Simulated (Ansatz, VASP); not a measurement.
Two plane-wave programs on NaH

```
CELL_PARAMETERS angstrom
0.00000 2.37967 2.28614
2.37967 0.00000 2.28614
2.37967 2.37967 0.00000
ATOMIC_POSITIONS crystal
Na 0.00000 0.00000 0.00000
H 0.50000 0.50000 0.50000
```

Alike in both runs: task single point; functional r2SCAN; k mesh 10 × 10 × 10; occupations fermi-dirac, width 0.2 eV; no spin polarisation.

```csv
,VASP,Ansatz
version,VASP 6.6.1,Ansatz 0.2.0
potentials or method,"VASP PAW PBE potentials, release 64 (Na_pv, H), cutoff 520 eV","scalar-relativistic, plane waves, PAW"
valence electrons in the cell,8,10
```

|  | VASP | Ansatz | Ansatz less VASP |
| --- | --- | --- | --- |
| gap on the k mesh at the Fermi level (eV) | 4.50 | 4.49 | -0.012 |
| least direct gap on the mesh (eV) | 5.40 | 5.41 | +0.012 |
| pressure (GPa) | 1.5 | 1.8 | +0.25 |
| traceless stress, the component that is largest in VASP (GPa) | 1.28 | 1.33 | +0.054 |

VASP's potentials were made for PBE, not for r2SCAN. VASP's potentials hold 8 valence electrons a cell and Ansatz's 10, so a difference there can come from the potentials and not from the codes.
